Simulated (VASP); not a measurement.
Set up this calculation in VASP 6.6.1, as the native input.

```
Task                   : single point
Functional             : PBE
Potentials or basis    : VASP PAW PBE potentials, release 64 (Be, Te)
Cutoff                 : 520 eV
k mesh                 : 4 × 4 × 4
Occupations            : gaussian, width 0.1 eV
Spin                   : no spin polarisation
Dipole correction      : no
Further INCAR settings : LREAL = Auto; ALGO = Normal; EDIFF = 1e-07; NBANDS = 46
```

The structure of BeTe lies in POSCAR:

```
BeTe
1.0
    6.9714801115      0.0000000000      0.0000000000
    0.0000000000      6.8334388498      0.0000000000
    0.0000000000      0.0000000000      8.0115027910
Be Te
8 8
Direct
    0.4129677557      0.1636328889      0.8675951578
    0.9129677557      0.3363671111      0.1324048422
    0.5870322443      0.8363671111      0.1324048422
    0.0870322443      0.6636328889      0.8675951578
    0.0870322443      0.8363671111      0.3675951578
    0.5870322443      0.6636328889      0.6324048422
    0.4129677557      0.3363671111      0.3675951578
    0.9129677557      0.1636328889      0.6324048422
    0.0907221575      0.3011738755      0.8664427099
    0.5907221575      0.1988261245      0.1335572901
    0.4092778425      0.8011738755      0.8664427099
    0.9092778425      0.6988261245      0.1335572901
    0.4092778425      0.6988261245      0.3664427099
    0.9092778425      0.8011738755      0.6335572901
    0.5907221575      0.3011738755      0.6335572901
    0.0907221575      0.1988261245      0.3664427099
```

The cell was generated, and may not be a known phase.

The input as run:

INCAR

```
PREC = Accurate
ENCUT = 520
EDIFF = 1E-7
ISMEAR = 0
SIGMA = 0.1
LREAL = Auto
LASPH = True
NELM = 100
ALGO = Normal
ISIF = 2
LWAVE = False
LCHARG = False
GGA = PE
NBANDS = 46
```

KPOINTS

```
Automatic mesh
0
Gamma
  4 4 4
```

Potentials or basis: VASP PAW PBE potentials, release 64 (Be, Te).

The run is started by

```bash
$ cat potpaw_PBE.64/Be/POTCAR potpaw_PBE.64/Te/POTCAR > POTCAR
$ mpirun -np 1 vasp_std > vasp.out
```

Results of the run:

```
Pressure               : 0.2 GPa
Largest force          : 0.005 eV/Å
Band gap on the k mesh : 2.25 eV (least direct gap 2.30 eV)
```

Caveat: spin-orbit coupling is left out, which moves the levels of the heavy elements.

Run time: 14 min on 1 thread of Intel Xeon 8259CL (shared host), peak memory 0.59 GiB.
